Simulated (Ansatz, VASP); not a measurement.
Zr2HS4: VASP beside Ansatz

Contents of INCAR:

```
SYSTEM = Zr2HS4
PREC = Accurate
ENCUT = 400
EDIFF = 1E-6
ISMEAR = 0
SIGMA = 0.05
LREAL = .FALSE.
LASPH = .TRUE.
NELM = 120
ALGO = Normal
ISIF = 2
LWAVE = .FALSE.
LCHARG = .FALSE.
LDIPOL = .TRUE.
IDIPOL = 3
DIPOL = 0.5 0.5 0.281
GGA = PE
IVDW = 12
NBANDS = 62
GGA_COMPAT = .FALSE.
NELMDL = -8
```

The input KPOINTS:

```
regular mesh
0
G
  6 6 1
  0 0 0
```

The input POSCAR:

```
Zr2HS4
1.0
    7.2976778227      0.0000000000      0.0000000000
   -3.6488389114      6.3199743831      0.0000000000
    0.0000000000      0.0000000000     20.9171506047
S Zr H
8 4 2
Direct
    0.3333333333      0.1666666667      0.1912306354
    0.3333333333      0.6666666667      0.1912306354
    0.8333333333      0.1666666667      0.1912306354
    0.8333333333      0.6666666667      0.1912306354
    0.1666666667      0.3333333333      0.3306927762
    0.1666666667      0.8333333333      0.3306927762
    0.6666666667      0.3333333333      0.3306927762
    0.6666666667      0.8333333333      0.3306927762
    0.0000000000      0.0000000000      0.2609617058
    0.0000000000      0.5000000000      0.2609617058
    0.5000000000      0.0000000000      0.2609617058
    0.5000000000      0.5000000000      0.2609617058
    0.2601922141      0.7398077859      0.3981015752
    0.4064744526      0.5935255474      0.3981015752
```

Input for Ansatz:

```yaml
crystal:
  lattice:
    - [7.2976778227, 0.0, 0.0]
    - [-3.6488389114, 6.3199743831, 0.0]
    - [0.0, 0.0, 20.9171506047]
  atoms:
    - { symbol: S, position: [0.3333333333, 0.1666666667, 0.1912306354] }
    - { symbol: S, position: [0.3333333333, 0.6666666667, 0.1912306354] }
    - { symbol: S, position: [0.8333333333, 0.1666666667, 0.1912306354] }
    - { symbol: S, position: [0.8333333333, 0.6666666667, 0.1912306354] }
    - { symbol: Zr, position: [0.0, 0.0, 0.2609617058] }
    - { symbol: Zr, position: [0.0, 0.5, 0.2609617058] }
    - { symbol: Zr, position: [0.5, 0.0, 0.2609617058] }
    - { symbol: Zr, position: [0.5, 0.5, 0.2609617058] }
    - { symbol: S, position: [0.1666666667, 0.3333333333, 0.3306927762] }
    - { symbol: S, position: [0.1666666667, 0.8333333333, 0.3306927762] }
    - { symbol: S, position: [0.6666666667, 0.3333333333, 0.3306927762] }
    - { symbol: S, position: [0.6666666667, 0.8333333333, 0.3306927762] }
    - { symbol: H, position: [0.2601922141, 0.7398077859, 0.3981015752] }
    - { symbol: H, position: [0.4064744526, 0.5935255474, 0.3981015752] }
basis:
  ecutwfc: 420
kpoints:
  mp_grid: { grid: [6, 6, 1] }
hamiltonian:
  xc: pbe
  pseudopotentials: { kind: paw, azcp: { folder: soft_1 } }
  dispersion: d3bj
scf:
  occupations: { method: gaussian, width: 0.05 }
output:
  forces: true
  eigenvalues: true
efield:
  axis: 3
  dipole_correction: true
  ramp_width: 0.04
```

Alike in both runs: task single point; functional PBE; dispersion D3(BJ); k mesh 6 × 6 × 1; occupations gaussian, width 0.05 eV; no spin polarisation.

```csv
,VASP,Ansatz
version,VASP 6.6.1,Ansatz 0.2.0
potentials or method,"VASP PAW PBE potentials, release 64 (S, Zr_sv, H), cutoff 400 eV","scalar-relativistic, plane waves, PAW"
valence electrons in the cell,98,98
```

Ansatz gave:

| Item | Value |
| --- | --- |
| gap on the k mesh at the Fermi level (eV) | 0.43 |
| least direct gap on the mesh (eV) | 0.45 |
| rms of the force components (eV/Å) | 0.442 |

Q: Which values does VASP return?

A: gap on the k mesh at the Fermi level (eV): 0.43; least direct gap on the mesh (eV): 0.44; rms of the force components (eV/Å): 0.443.
